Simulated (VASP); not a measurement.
AlCo, 6 atoms in the cell. Symmetry: P4mm, No. 99, tetragonal system. The conventional cell has a = 2.852 Å, b = 2.852 Å, c = 8.406 Å, α = 90.00°, β = 90.00°, γ = 90.00°. Within 3.3 Å of Al (site symmetry 4mm) lie 8 Co at 2.47 Å and 6 Al at 2.70 to 2.85 Å. Within 3.3 Å of Al (site symmetry 4mm) lie 8 Co at 2.47 Å and 6 Al at 2.85 Å. Within 3.2 Å of Al (site symmetry 4mm) lie 8 Co at 2.39 to 2.47 Å and 6 Al at 2.70 to 2.85 Å. Co (site symmetry 4mm) has 8 Al at 2.39 to 2.47 Å and 6 Co at 2.70 to 2.85 Å within 3.2 Å. Within 3.3 Å of Co (site symmetry 4mm) lie 8 Al at 2.47 Å and 6 Co at 2.85 Å. Within 3.3 Å of Co (site symmetry 4mm) lie 8 Al at 2.47 Å and 6 Co at 2.70 to 2.85 Å.  This cell differs from its parent crystal: the distance across one plane changed.

| Item | Value |
| --- | --- |
| Program | VASP 6.6.1 |
| Task | single point |
| Functional | PBE |
| Potentials or basis | VASP PAW PBE potentials, release 64 (Al, Co) |
| Cutoff | 520 eV |
| k mesh | 21 × 21 × 7 |
| Occupations | gaussian, width 0.15 eV |
| Spin | no spin polarisation |
| Dipole correction | no |
| Further INCAR settings | ALGO = Fast; EDIFF = 1e-07; NBANDS = 27 |

Potentials or basis: VASP PAW PBE potentials, release 64 (Al, Co).

The run is started by

```sh
$ cat potpaw_PBE.64/Al/POTCAR potpaw_PBE.64/Co/POTCAR > POTCAR
$ mpirun -np 1 vasp_std > vasp.out
```

Hardware: 1 thread of AMD EPYC 7R13 Processor (Zen 3), with other jobs on the host.

Task: How long does it take, and how much memory?

Result: Wall time 7.7 min on 1 thread of AMD EPYC 7R13 Processor (Zen 3), on a shared host, peak memory 0.46 GiB. Counts: scf iterations 20, k points 264.
